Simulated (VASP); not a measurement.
# BN (Cmcm) in VASP: a series of runs

BN is run at these levels: LDA; tasks: single point.

All numbers are computed with VASP 6.6.1; they aren't measurements. Logs are shortened: lines on timing, memory, paths and dates and some standing lists are left out, and cuts for length are marked.

## 1. The cell of the first run

Symmetry: Cmcm, No. 63, orthorhombic system. The conventional cell has a = 2.215 Å, b = 4.310 Å, c = 5.781 Å, α = 90.00°, β = 90.00°, γ = 90.00°. Within 1.8 Å of B (site symmetry m2m) lie 3 N at 1.35 to 1.39 Å. Within 1.8 Å of N (site symmetry m2m) lie 3 B at 1.35 to 1.39 Å.

## 2. Single point, LDA (normal strain along x -0.1100, normal strain along z -0.1100)

File INCAR:

```
  ALGO = Normal
  EDIFF = 1E-7
  ENCUT = 520
  ISIF = 2
  ISMEAR = 0
  LASPH = T
  LCHARG = F
  LREAL = F
  LWAVE = F
  NBANDS = 16
  NELM = 60
  PREC = Accurate
  SIGMA = 0.05
```

File KPOINTS:

```
k-points
0
Gamma
  12 12 4
```

File POSCAR:

```
BN
1.0
    2.2146330265      0.0000000000      0.0000000000
   -1.1073165133      2.1549757989      0.0000000000
    0.0000000000      0.0000000000      5.7807916289
B N
2 2
Direct
    0.3230440664      0.6460881329      0.2500000000
    0.6769559336      0.3539118671      0.7500000000
    0.3547744110      0.7095488219      0.7500000000
    0.6452255890      0.2904511781      0.2500000000
```

Potentials or basis: VASP PAW LDA potentials, release 64 (B, N).

Command:

```console
> cat potpaw_LDA.64/B/POTCAR potpaw_LDA.64/N/POTCAR > POTCAR
> mpirun -np 1 vasp_std > vasp.out
```

OUTCAR:

```text
EDIFF = 1E-7
   ENCUT = 520
   ISIF = 2
   ISMEAR = 0
   LASPH = T
   LREAL = F
   NELM = 60
   PREC = Accurate

 ion  position               nearest neighbor table
   1  0.323  0.646  0.250-   4 1.35   4 1.35   4 1.39
   2  0.677  0.354  0.750-   3 1.35   3 1.35   3 1.39
   3  0.355  0.710  0.750-   2 1.35   2 1.35   2 1.39
   4  0.645  0.290  0.250-   1 1.35   1 1.35   1 1.39

  LATTYP: Found a base centered orthorhombic cell.
 ALAT       =     2.2146330265
 B/A-ratio  =     1.9461245029
 C/A-ratio  =     2.6102706677

  Lattice vectors:

 A1 = (   1.1073165133,  -2.1549757989,   0.0000000000)
 A2 = (   1.1073165132,   2.1549757989,   0.0000000000)
 A3 = (   0.0000000000,   0.0000000000,   5.7807916289)

Analysis of symmetry for initial positions (statically):
=====================================================================
 Subroutine PRICEL returns:
 Original cell was already a primitive cell.

 Routine SETGRP: Setting up the symmetry group for a
 base centered orthorhombic supercell.

 Subroutine GETGRP returns: Found  8 space group operations
 (whereof  4 operations were pure point group operations)
 out of a pool of  8 trial point group operations.

The static configuration has the point symmetry C_2h.
 The point group associated with its full space group is D_2h.

Analysis of symmetry for dynamics (positions and initial velocities):
=====================================================================
 Subroutine PRICEL returns:
 Original cell was already a primitive cell.

 Routine SETGRP: Setting up the symmetry group for a
 base centered orthorhombic supercell.

 Subroutine GETGRP returns: Found  8 space group operations
 (whereof  4 operations were pure point group operations)
 out of a pool of  8 trial point group operations.

The dynamic configuration has the point symmetry C_2h.
 The point group associated with its full space group is D_2h.

 Subroutine INISYM returns: Found  8 space group operations
 (whereof  4 operations are pure point group operations),
 and found     1 'primitive' translations

----------------------------------------------------------------------------------------

                                     Primitive cell

  volume of cell :      27.5887

  direct lattice vectors                    reciprocal lattice vectors
     2.214633027  0.000000000  0.000000000     0.451542079  0.232021167  0.000000000
    -1.107316513  2.154975799  0.000000000     0.000000000  0.464042334  0.000000000
     0.000000000  0.000000000  5.780791629     0.000000000  0.000000000  0.172986688

  length of vectors
     2.214633027  2.422822848  5.780791629     0.507665314  0.464042334  0.172986688

  position of ions in fractional coordinates (direct lattice)
     0.323044066  0.646088133  0.250000000
     0.676955934  0.353911867  0.750000000
     0.354774411  0.709548822  0.750000000
     0.645225589  0.290451178  0.250000000

  ion indices of the primitive-cell ions
   primitive index   ion index
                 1           1
                 2           2
                 3           3
                 4           4

----------------------------------------------------------------------------------------

 KPOINTS: k-points

Automatic generation of k-mesh.
 Grid dimensions read from file:
 generate k-points for:   12   12    4

 Generating k-lattice:

  Cartesian coordinates                     Fractional coordinates (reciprocal lattice)
     0.037628507  0.019335097  0.000000000     0.083333333  0.000000000  0.000000000
     0.000000000  0.038670195  0.000000000     0.000000000  0.083333333  0.000000000
     0.000000000  0.000000000  0.043246672     0.000000000  0.000000000  0.250000000

  Length of vectors
     0.042305443  0.038670195  0.043246672

  Shift w.r.t. Gamma in fractional coordinates (k-lattice)
     0.000000000  0.000000000  0.000000000

 Subroutine IBZKPT returns following result:
 ===========================================

 Found    129 irreducible k-points:

 Following reciprocal coordinates:
            Coordinates               Weight
  0.000000  0.000000  0.000000      1.000000
  0.083333  0.000000  0.000000      4.000000
  0.166667  0.000000  0.000000      4.000000
  0.250000  0.000000  0.000000      4.000000
  0.333333  0.000000  0.000000      4.000000
  0.416667 -0.000000  0.000000      4.000000
[... 16 lines left out ...]
  0.333333  0.166667  0.000000      4.000000
  0.416667  0.166667  0.000000      4.000000
 [... further k-points ...]
   k-points           NKPTS =    129   k-points in BZ     NKDIM =    129   number of bands    NBANDS=     16
   number of dos      NEDOS =    301   number of ions     NIONS =      4
   total plane-waves  NPLWV =  13824
   dimension x,y,z NGX =    16 NGY =   18 NGZ =   48
   dimension x,y,z NGXF=    32 NGYF=   36 NGZF=   96
   ions per type =               2   2
   NGX,Y,Z   is equivalent  to a cutoff of  12.01, 12.35, 13.80 a.u.
   NGXF,Y,Z  is equivalent  to a cutoff of  24.02, 24.70, 27.61 a.u.
 SYSTEM =  unknown system
   PREC   = accura    normal or accurate (medium, high low for compatibility)
   ISTART =      0    job   : 0-new  1-cont  2-samecut
   ICHARG =      2    charge: 1-file 2-atom 10-const
   ISPIN  =      1    spin polarized calculation?
   LNONCOLLINEAR =      F non collinear calculations
   LSORBIT =      F    spin-orbit coupling
   LASPH  =      T    aspherical Exc in radial PAW
   ENCUT  =  520.0 eV  38.22 Ry    6.18 a.u.   4.12  4.50 10.75*2*pi/ulx,y,z
   NELM   =     60;   NELMIN=  2; NELMDL= -5     # of ELM steps
   EDIFF  = 0.1E-06   stopping-criterion for ELM
   LREAL  =      F    real-space projection
   EDIFFG = 0.1E-05   stopping-criterion for IOM
   NSW    =      0    number of steps for IOM
   IBRION =     -1    ionic relax: 0-MD 1-quasi-New 2-CG
   NFREE  =      0    steps in history (QN), initial steepest desc. (CG)
   ISIF   =      2    stress and relaxation
   ISYM   =      2    0-nonsym 1-usesym 2-fastsym
   POTIM  = 0.5000    time-step for ionic-motion
   TEBEG  =    0.0;   TEEND  =   0.0 temperature during run
   PSTRESS=    0.0 pullay stress
   NELECT =      16.0000    total number of electrons
   NUPDOWN=      -1.0000    fix difference up-down
   EMIN   =  10.00;   EMAX   =-10.00  energy-range for DOS
   EFERMI =   0.00;   METHOD = LEGACY
   ISMEAR =     0;   SIGMA  =   0.05  broadening in eV -4-tet -1-fermi 0-gaus
   EFERMI_NEDOS =   21; number of points for ismear=-14 and -15
   IALGO  =     38    algorithm
   IMIX   =      4    mixing-type and parameters
     AMIX     =   0.40;   BMIX     =  1.00
     AMIX_MAG =   1.60;   BMIX_MAG =  1.00
  volume/ion in A,a.u.               =       6.90        46.54
  Fermi-wavevector in a.u.,A,eV,Ry     =   1.365225  2.579902 25.359085  1.863840
  Thomas-Fermi vector in A             =   2.491472
   LORBIT       =      0    0 simple, 1 ext, 2 COOP (PROOUT), +10 PAW based schemes
   GGA     = CA    functional components
   LHFCALC =     F    Hartree Fock is set to
   AEXX    =    0.0000 exact exchange contribution
   IVDW    =     0    specifies the selected vdW correction
   LEPSILON=     F    determine dielectric tensor
   LRPA    =     F    only Hartree local field effects (RPA)
 non-spin polarized calculation
 Gauss-broadening in eV      SIGMA  =   0.05
  energy-cutoff  :      520.00
  volume of cell :       27.59
 maximum number of plane-waves:       757
   NGX =  9   NGY =  9   NGZ = 21

 number of electron      16.0000000 magnetization

 Free energy of the ion-electron system (eV)
  ---------------------------------------------------
  ext. energy  EPLUGINS =         0.00000000
  ---------------------------------------------------
  free energy    TOTEN  =       -37.02272358 eV

  energy without entropy =      -37.02272358  energy(sigma->0) =      -37.02272358

 E-fermi :   4.9917     XC(G=0): -11.8437

 val. band max:        4.7180076563   @ k =   0.4167   0.2500   0.0000
 cond. band min:       8.0157654378   @ k =   0.0000   0.5000   0.2500
 fundamental gap:      3.2977577815
 Fermi energy:         4.9916740776

 k-point     1 :       0.0000    0.0000    0.0000
  band No.  band energies     occupation
      1     -14.6490      2.00000
      2     -13.8641      2.00000
      3      -3.7326      2.00000
      4       0.1607      2.00000
      5       2.1378      2.00000
      6       2.2703      2.00000
[... 8 lines left out ...]
     15      19.3699      0.00000
     16      22.1022      0.00000

 k-point     2 :       0.0833    0.0000    0.0000
  band No.  band energies     occupation
      1     -14.4772      2.00000
      2     -13.7038      2.00000
      3      -3.4973      2.00000
      4       0.3668      2.00000
      5       1.8554      2.00000
      6       1.9900      2.00000
[... 8 lines left out ...]
     15      18.7807      0.00000
     16      22.6228      0.00000

 k-point     3 :       0.1667    0.0000    0.0000
  band No.  band energies     occupation
      1     -13.9681      2.00000
      2     -13.2291      2.00000
      3      -2.7983      2.00000
      4       0.9725      2.00000
      5       1.1031      2.00000
      6       1.2384      2.00000
[... 8 lines left out ...]
     15      20.0950      0.00000
     16      23.6825      0.00000

 k-point     4 :       0.2500    0.0000    0.0000
  band No.  band energies     occupation
      1     -13.1437      2.00000
      2     -12.4643      2.00000
      3      -1.6601      2.00000
      4      -0.3174      2.00000
      5      -0.1485      2.00000
      6       0.7207      2.00000
[... 8 lines left out ...]
     15      22.4717      0.00000
     16      22.6473      0.00000

 k-point     5 :       0.3333    0.0000    0.0000
  band No.  band energies     occupation
      1     -12.0611      2.00000
      2     -11.4771      2.00000
      3      -2.4242      2.00000
      4      -2.1877      2.00000
      5      -0.1475      2.00000
      6      -0.1349      2.00000
[... 8 lines left out ...]
     15      22.1183      0.00000
     16      24.9899      0.00000

 k-point     6 :       0.4167   -0.0000    0.0000
  band No.  band energies     occupation
      1     -10.8879      2.00000
      2     -10.4774      2.00000
      3      -4.2512      2.00000
      4      -4.0250      2.00000
      5      -0.6330      2.00000
      6      -0.4553      2.00000
[... 8 lines left out ...]
     15      21.2733      0.00000
     16      25.9349      0.00000

 k-point     7 :       0.5000    0.0000    0.0000
  band No.  band energies     occupation
      1     -10.1974      2.00000
      2     -10.0457      2.00000
      3      -5.0064      2.00000
      4      -4.9154      2.00000
      5      -0.8024      2.00000
      6      -0.6224      2.00000
[... 8 lines left out ...]
     15      20.6278      0.00000
     16      25.6805      0.00000

 k-point     8 :       0.0000    0.0833    0.0000
  band No.  band energies     occupation
      1     -14.5124      2.00000
      2     -13.7388      2.00000
      3      -3.5358      2.00000
      4       0.3314      2.00000
      5       1.5220      2.00000
      6       1.6649      2.00000
[... 8 lines left out ...]
     15      19.0601      0.00000
     16      22.0530      0.00000

 k-point     9 :       0.0833    0.0833    0.0000
  band No.  band energies     occupation
      1     -14.2069      2.00000
      2     -13.4561      2.00000
      3      -3.1063      2.00000
      4       0.7030      2.00000
      5       0.7793      2.00000
      6       0.9328      2.00000
[... 8 lines left out ...]
     15      19.8648      0.00000
     16      22.4842      0.00000
[... 172 lines left out ...]
 k-point    19 :       0.0000    0.1667    0.0000
  band No.  band energies     occupation
      1     -14.1095      2.00000
      2     -13.3705      2.00000
      3      -2.9508      2.00000
      4      -0.0038      2.00000
      5       0.1748      2.00000
      6       0.8316      2.00000
[... 8 lines left out ...]
     15      20.6676      0.00000
     16      21.9942      0.00000

 k-point    20 :       0.0833    0.1667    0.0000
  band No.  band energies     occupation
      1     -13.6801      2.00000
      2     -12.9769      2.00000
      3      -2.3360      2.00000
      4      -0.9243      2.00000
      5      -0.7281      2.00000
      6       1.3489      2.00000
[... 8 lines left out ...]
     15      21.7330      0.00000
     16      22.6183      0.00000

 k-point    21 :       0.1667    0.1667    0.0000
  band No.  band energies     occupation
      1     -12.9390      2.00000
      2     -12.2968      2.00000
      3      -1.8030      2.00000
      4      -1.6170      2.00000
      5      -1.2836      2.00000
      6       1.0271      2.00000
[... 8 lines left out ...]
     15      22.8152      0.00000
     16      23.5963      0.00000

 k-point    22 :       0.2500    0.1667    0.0000
  band No.  band energies     occupation
      1     -11.9361      2.00000
      2     -11.3868      2.00000
      3      -2.6525      2.00000
      4      -2.5792      2.00000
      5      -0.7332      2.00000
      6      -0.6128      2.00000
[... 8 lines left out ...]
     15      23.3979      0.00000
     16      25.9783      0.00000

 k-point    23 :       0.3333    0.1667    0.0000
  band No.  band energies     occupation
      1     -10.8049      2.00000
      2     -10.4065      2.00000
      3      -3.9120      2.00000
      4      -3.7464      2.00000
      5      -1.7197      2.00000
      6      -1.6201      2.00000
[... 8 lines left out ...]
     15      22.3507      0.00000
     16      25.2361      0.00000

 k-point    24 :       0.4167    0.1667    0.0000
  band No.  band energies     occupation
      1      -9.9687      2.00000
      2      -9.8137      2.00000
      3      -4.8671      2.00000
      4      -4.6706      2.00000
      5      -1.9169      2.00000
      6      -1.7564      2.00000
[... 8 lines left out ...]
     15      20.8022      0.00000
     16      24.6751      0.00000

 [... further k-points ...]
[... 5 lines left out ...]
  --------------------------------------------------------------------------------------
  -------------------------------------------------------------------------------------
  Total       26.0923412      7.1669676      1.2983358     -0.0000000      0.0000000      0.0000000
  in kB     1515.2774039    416.2119433     75.3990963     -0.0000000      0.0000000      0.0000000
  external PRESSURE =     668.9628145 kB  Pullay stress =       0.0000000 kB

 VOLUME and BASIS-vectors are now :
 -----------------------------------------------------------------------------
  energy-cutoff  :      520.00
  volume of cell :       27.59
      direct lattice vectors                 reciprocal lattice vectors
     2.214633027  0.000000000  0.000000000     0.451542079  0.232021167  0.000000000
    -1.107316513  2.154975799  0.000000000     0.000000000  0.464042334  0.000000000
     0.000000000  0.000000000  5.780791629     0.000000000  0.000000000  0.172986688

 POSITION                                       TOTAL-FORCE (eV/Angst)
 -----------------------------------------------------------------------------------
     -0.00000      1.39230      1.44520        -0.000000      0.001875      0.000000
      1.10732      0.76267      4.33559         0.000000     -0.001875      0.000000
      0.00000      1.52906      4.33559        -0.000000      0.001418      0.000000
      1.10732      0.62592      1.44520         0.000000     -0.001418      0.000000
 -----------------------------------------------------------------------------------
    total drift:                               -0.000000     -0.000000     -0.000000

  FREE ENERGIE OF THE ION-ELECTRON SYSTEM (eV)
  ---------------------------------------------------
  free  energy   TOTEN  =       -37.0227235816 eV

  energy  without entropy=      -37.0227235816  energy(sigma->0) =      -37.02272358
```

It took 22 s on 1 thread of AMD EPYC 9R45 (Zen 5), shared host; peak memory 0.13 GiB.

Results:

* Free energy: -37.0227 eV
* Pressure: 66.9 GPa
* Band gap on the k mesh: 3.30 eV, indirect (least direct gap 4.29 eV)

Stress tensor (GPa, compression positive):
```
151.53   0.00   0.00
  0.00  41.62   0.00
  0.00   0.00   7.54
```

Caveat: the cell differs from its parent crystal (normal strain along x -0.1100, normal strain along z -0.1100).

## 3. Single point, LDA (normal strain along x -0.1100, normal strain along z -0.0733)

File INCAR:

```
ALGO = Normal
EDIFF = 1E-7
ENCUT = 520
ISIF = 2
ISMEAR = 0
LASPH = True
LCHARG = False
LREAL = False
LWAVE = False
NBANDS = 16
NELM = 100
PREC = Accurate
SIGMA = 0.05
```

KPOINTS is that of step 2.

File POSCAR:

```
BN
1.0
    2.2146330265      0.0000000000      0.0000000000
   -1.1073165133      2.1549757989      0.0000000000
    0.0000000000      0.0000000000      6.0191680927
B N
2 2
Direct
    0.3221513850      0.6443027700      0.2500000000
    0.6778486150      0.3556972300      0.7500000000
    0.3556250115      0.7112500229      0.7500000000
    0.6443749885      0.2887499771      0.2500000000
```

Potentials or basis: VASP PAW LDA potentials, release 64 (B, N).

Command:

```console
> cat potpaw_LDA.64/B/POTCAR potpaw_LDA.64/N/POTCAR > POTCAR
> mpirun -np 1 vasp_std > vasp.out
```

Wall time 22 s (1 thread of AMD EPYC 9R45 (Zen 5), shared host); peak memory 0.13 GiB.

The run converged. Its results:

* Free energy: -37.0638 eV
* Pressure: 63.0 GPa
* Largest force: 0.012 eV/Å
* Band gap on the k mesh: 3.34 eV, indirect (least direct gap 4.46 eV)

Forces in eV/Å, atoms in the order of the input:
```
B    0.000  0.012  0.000
B    0.000 -0.012  0.000
N    0.000  0.012  0.000
N    0.000 -0.012  0.000
```

Stress tensor (GPa, compression positive):
```
145.65   0.00   0.00
  0.00  39.68   0.00
  0.00   0.00   3.80
```

Levels at points of the mesh, in eV from the valence-band top:
| k point | band 5 | band 6 | band 7 | band 8 | band 9 | band 10 | band 11 | band 12 |
| --- | --- | --- | --- | --- | --- | --- | --- | --- |
| (0.00, 0.00, 0.00) | -2.55 | -2.46 | -0.08 | -0.02 | 5.24 | 11.15 | 11.73 | 11.94 |
| (0.50, 0.00, 0.00) | -5.48 | -5.36 | -1.96 | -0.29 | 4.17 | 6.51 | 10.18 | 10.34 |
| (0.00, 0.50, 0.00) | -2.91 | -2.83 | -2.73 | -1.47 | 3.38 | 5.22 | 11.34 | 12.55 |
| (0.00, 0.00, 0.50) | -2.50 | -2.50 | -0.05 | -0.05 | 8.42 | 8.42 | 11.67 | 11.67 |
| (0.50, 0.00, 0.50) | -5.42 | -5.42 | -1.09 | -1.09 | 4.94 | 4.94 | 10.47 | 10.47 |
| (0.00, 0.50, 0.50) | -2.78 | -2.78 | -2.06 | -2.06 | 3.73 | 3.73 | 13.67 | 13.67 |

Caveat: the cell differs from its parent crystal (normal strain along x -0.1100, normal strain along z -0.0733).

[end of part 1 of 2]
